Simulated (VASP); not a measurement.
Runs of VASP 6.6.1 on Bi. The structure is that of space group P6_3/mmc (No. 194), or close to it. The cells are those of the table. 

```csv
task,cell,cutoff (eV),gap on the mesh (eV),pressure (GPa)
single point,"a = 2.661, b = 2.661, c = 4.228 Å, angles 90.0, 90.0, 120.0°, 2 atoms",520,none,364.9
single point,"a = 2.802, b = 2.802, c = 4.436 Å, angles 90.0, 90.0, 120.0°, 2 atoms",520,none,209.1
relaxation of shape and atoms at fixed volume,"relaxed from a = 2.596, b = 2.596, c = 4.441 Å, angles 90.0, 90.0, 120.0°, 2 atoms",600,none,365.1
single point,"a = 3.440, b = 3.440, c = 5.884 Å, angles 90.0, 90.0, 120.0°, 2 atoms",520,none,(b)
single point,"a = 3.322, b = 3.322, c = 5.553 Å, angles 90.0, 90.0, 120.0°, 2 atoms",520,none,10.2
single point,"a = 3.250, b = 3.250, c = 5.141 Å, angles 90.0, 90.0, 120.0°, 2 atoms",520,none,26.0
relaxation of shape and atoms at fixed volume,"relaxed from a = 2.730, b = 2.730, c = 4.670 Å, angles 90.0, 90.0, 120.0°, 2 atoms",600,none,209.2
single point,"a = 2.945, b = 2.945, c = 4.657 Å, angles 90.0, 90.0, 120.0°, 2 atoms",520,none,(a)
single point,"a = 3.105, b = 3.105, c = 4.910 Å, angles 90.0, 90.0, 120.0°, 2 atoms",520,none,56.1
```

Alike in all rows: level PBEsol; potentials or basis VASP PAW PBE potentials, release 64 (Bi_d); no spin polarisation; k mesh 12 × 12 × 7; smearing fermi-dirac 0.1 eV.

Q: Fill in the values left out.

A: (a) 115.3; (b) -0.1.

Caveats: the PAW data sets were made with another functional, which shifts forces and pressure a little; spin-orbit coupling is left out, which moves the levels of the heavy elements.

A k mesh can miss the band edges, and the runs leave out spin-orbit coupling on Bi.

A gap of «none» marks levels without a gap at the run's occupations.
